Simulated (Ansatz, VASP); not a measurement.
## Ti: VASP beside Ansatz

File INCAR:

```
SYSTEM = Ti
  PREC = Accurate
  ENCUT = 400
  EDIFF = 1E-8
  ISMEAR = -1
  SIGMA = 0.05
  LREAL = .False.
  LASPH = .True.
  NELM = 120
  ALGO = Normal
  ISIF = 2
  LWAVE = .False.
  LCHARG = .False.
  GGA = PS
  LEFG = .True.
  NBANDS = 12
  GGA_COMPAT = .False.
```

KPOINTS

```
Automatic mesh
0
Gamma
  14 14 14
  0 0 0
```

POSCAR

```
Ti
1.0
   -1.5917700000      1.6410000000      1.6410000000
    1.6410000000     -1.5917700000      1.6410000000
    1.6410000000      1.6410000000     -1.5917700000
Ti
1
Direct
    0.0000000000      0.0000000000      0.0000000000
```

Input for Ansatz:

```yaml
crystal:
  lattice:
    - [-1.59177, 1.641, 1.641]
    - [1.641, -1.59177, 1.641]
    - [1.641, 1.641, -1.59177]
  atoms:
    - { symbol: Ti, position: [0.0, 0.0, 0.0] }
kpoints:
  mp_grid: { grid: [14, 14, 14] }
scf:
  occupations: { method: fermi_dirac, width: 0.05 }
hamiltonian:
  xc: pbesol
  pseudopotentials: { kind: all_electron, datasets: crystal }
output:
  forces: true
  stress: true
  eigenvalues: true
  efg: { contact_densities: true }
```

Change from the starting cell: equal xy, yz and zx shear strains of +3 %, crystal datasets.

Alike in both runs: task electric field gradients; functional PBEsol; k mesh 14 × 14 × 14; occupations fermi-dirac, width 0.05 eV; no spin polarisation.

|  | VASP | Ansatz |
| --- | --- | --- |
| version | VASP 6.6.1 | Ansatz 0.2.0 |
| potentials or method | VASP PAW PBE potentials, release 64 (Ti_sv), cutoff 400 eV | all-electron PAW with datasets made for the crystal, scalar-relativistic |

|  | VASP | Ansatz | Ansatz less VASP |
| --- | --- | --- | --- |
| pressure (GPa) | -7.5 | -6.7 | +0.80 |
| traceless stress, the component that is largest in VASP (GPa) | -1.26 | -1.26 | +0.002 |
| size of Vzz on the site where it differs most (V/Å²) | 11.4 | 11.3 | -0.11 |

VASP's potentials were made for PBE, not for PBEsol. Ansatz ran all-electron here, and VASP with PAW potentials.
